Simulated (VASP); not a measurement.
**SnO: single point with r2SCAN**

SnO:

```
Sn O
1.0
     3.42327    0.00000    0.00000
    -1.71164    2.96464    0.00000
     0.00000    0.00000    6.41796
Sn O
2 2
Cartesian
  0.0000 0.0000 0.0000
  0.0000 0.0000 3.2090
  0.0000 1.9764 1.6045
  1.7116 0.9882 4.8135
```

| Property | Result |
| --- | --- |
| Program | VASP 6.6.1 |
| Task | single point |
| Functional | r2SCAN |
| Potentials or basis | VASP PAW PBE potentials, release 64 (Sn_d, O) |
| Cutoff | 520 eV |
| k mesh | 6 × 6 × 4 |
| Occupations | fermi-dirac, width 0.02 eV |
| Spin | no spin polarisation |
| Dipole correction | no |
| Further INCAR settings | ALGO = Normal; EDIFF = 1e-06; NBANDS = 28 |

```yaml
Pressure: 0.3 GPa
Band_gap_on_the_k_mesh: zero (band 20 reaches 8.22 eV, above the bottom of band 21 at 7.39 eV)
```

Stress tensor (GPa, compression positive):
```
0.02 0.00 0.00
0.00 0.02 0.00
0.00 0.00 0.73
```

Levels at points of the mesh, in eV from the Fermi level:
| k point | band 16 | band 17 | band 18 | band 19 | band 20 | band 21 | band 22 | band 23 | band 24 | band 25 |
| --- | --- | --- | --- | --- | --- | --- | --- | --- | --- | --- |
| (0.00, 0.00, 0.00) | -3.44 | -3.44 | -3.21 | -3.21 | -0.53 | 0.48 | 6.23 | 6.23 | 7.40 | 7.58 |
| (0.50, 0.00, 0.00) | -5.79 | -4.39 | -3.40 | -2.18 | -0.82 | -0.62 | 2.22 | 3.71 | 4.38 | 5.99 |
| (0.00, 0.00, 0.50) | -3.32 | -3.32 | -3.32 | -2.61 | -2.61 | 3.19 | 3.19 | 6.72 | 6.72 | 6.72 |
| (0.50, 0.00, 0.50) | -4.87 | -3.93 | -3.93 | -2.60 | -2.60 | 1.89 | 1.89 | 4.17 | 4.17 | 5.33 |

Wall time 110 s on 1 thread of AMD EPYC 9R45 96-Core Processor (Zen 5), on a shared host, peak memory 0.17 GiB.

Caveat: the PAW data sets were made with another functional, which shifts forces and pressure a little; spin-orbit coupling is left out, which moves the levels of the heavy elements.
